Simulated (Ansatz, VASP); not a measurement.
**ZnO in VASP and in Ansatz**

Contents of INCAR:

```
SYSTEM = ZnO
PREC = Accurate ; ENCUT = 520
EDIFF = 1E-7 ; ISMEAR = -1
SIGMA = 0.05 ; LREAL = .False.
LASPH = .True. ; NELM = 60
ALGO = Normal ; ISIF = 2
LWAVE = .False. ; LCHARG = .True.
LELF = .True. ; LVHAR = .True.
NBANDS = 26
```

File KPOINTS:

```
Automatic mesh
0
Gamma
  9 9 5
  0 0 0
```

The input POSCAR:

```
ZnO
1.0
    3.3130361008      0.0000000000      0.0000000000
   -1.6565180504      2.8691734269      0.0000000000
    0.0000000000      0.0000000000      5.3078076462
Zn O
2 2
Direct
    0.6666666667      0.3333333333      0.0000000000
    0.3333333333      0.6666666667      0.5000000000
    0.3333333333      0.6666666667      0.8790100000
    0.6666666667      0.3333333333      0.3790100000
```

Contents of input.yaml:

```yaml
crystal:
  lattice:
    - [3.3130361008, 0.0, 0.0]
    - [-1.6565180504, 2.8691734269, 0.0]
    - [0.0, 0.0, 5.3078076462]
  atoms:
    - { symbol: Zn, position: [0.6666666667, 0.3333333333, 0.0] }
    - { symbol: Zn, position: [0.3333333333, 0.6666666667, 0.5] }
    - { symbol: O, position: [0.3333333333, 0.6666666667, 0.87901] }
    - { symbol: O, position: [0.6666666667, 0.3333333333, 0.37901] }
kpoints:
  mp_grid: { grid: [9, 9, 5] }
scf:
  occupations: { method: fermi_dirac, width: 0.05 }
hamiltonian:
  xc: lda
  pseudopotentials: { kind: all_electron, lapw: { basis_error: 0.002 } }
output:
  forces: true
  stress: true
  eigenvalues: true
```

Change from the starting cell: volume scaled by 1.06.

Alike in both runs: task single point; functional LDA; k mesh 9 × 9 × 5; occupations fermi-dirac, width 0.05 eV; no spin polarisation.

```csv
,VASP,Ansatz
version,VASP 6.6.1,Ansatz 0.2.0
potentials or method,"VASP PAW LDA potentials, release 64 (Zn, O), cutoff 520 eV","all-electron LAPW, scalar-relativistic"
```

|  | VASP | Ansatz | Ansatz less VASP |
| --- | --- | --- | --- |
| gap on the k mesh at the Fermi level (eV) | 0.65 | 0.65 | +0.004 |
| least direct gap on the mesh (eV) | 0.65 | 0.65 | +0.004 |
| pressure (GPa) | -12.8 | -13.6 | -0.78 |
| traceless stress, the component that is largest in VASP (GPa) | 1.00 | 0.96 | -0.039 |
| rms of the force components (eV/Å) | 0.021 | 0.019 | -0.0020 |

LDA's correlation is that of Perdew and Zunger in VASP and of Perdew and Wang (1992) in Ansatz. Atom by atom the forces differ by 0.002 eV/Å (rms over components). Ansatz ran all-electron here, and VASP with PAW potentials.
